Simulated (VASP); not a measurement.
**C: single point with r2SCAN**

Crystal: C.

```
C
1.0
     1.20996   -2.08875    0.00000
     1.20996    2.08875    0.00000
     0.00000    0.00000    5.57087
C
4
Direct
  0.08331 0.91669 0.74999
  0.58331 0.41669 0.25001
  0.91669 0.08331 0.25001
  0.41669 0.58331 0.74999
```

| Property | Result |
| --- | --- |
| Program | VASP 6.6.1 |
| Task | single point |
| Functional | r2SCAN |
| Potentials or basis | VASP PAW PBE potentials, release 64 (C) |
| Cutoff | 520 eV |
| k mesh | 20 × 20 × 8 |
| Occupations | gaussian, width 0.1 eV |
| Spin | no spin polarisation |
| Dipole correction | no |
| Further INCAR settings | ALGO = Normal; EDIFF = 1e-06; NBANDS = 16 |

```
Pressure               : 25.8 GPa
Band gap on the k mesh : zero (bands 8 and 9 overlap by 0.75 eV)
```

Stress tensor (GPa, compression positive):
```
26.33  0.00  0.00
 0.00 26.35  0.00
 0.00  0.00 24.82
```

Levels at points of the mesh, in eV from the Fermi level:
| k point | band 6 | band 7 | band 8 | band 9 | band 10 | band 11 |
| --- | --- | --- | --- | --- | --- | --- |
| (0.00, 0.00, 0.00) | -3.43 | -3.36 | -3.31 | 6.60 | 8.56 | 8.77 |
| (0.50, 0.00, 0.00) | -7.18 | -3.47 | -3.47 | 2.51 | 2.51 | 8.03 |
| (0.50, 0.50, 0.00) | -7.10 | -4.59 | -0.74 | -0.02 | 3.30 | 7.22 |
| (0.00, 0.00, 0.50) | -3.42 | -3.40 | -3.40 | 8.78 | 8.78 | 8.82 |
| (0.50, 0.00, 0.50) | -7.18 | -2.92 | -2.92 | 1.51 | 1.51 | 7.98 |
| (0.50, 0.50, 0.50) | -7.24 | -2.85 | -2.85 | 1.48 | 1.48 | 7.87 |

Run time: 12 min on 1 thread of Intel Xeon 8259CL, with other jobs on the host, peak memory 0.28 GiB.

Caveat: the cell stands under pressure; the PAW data sets were made with another functional, which shifts forces and pressure a little.
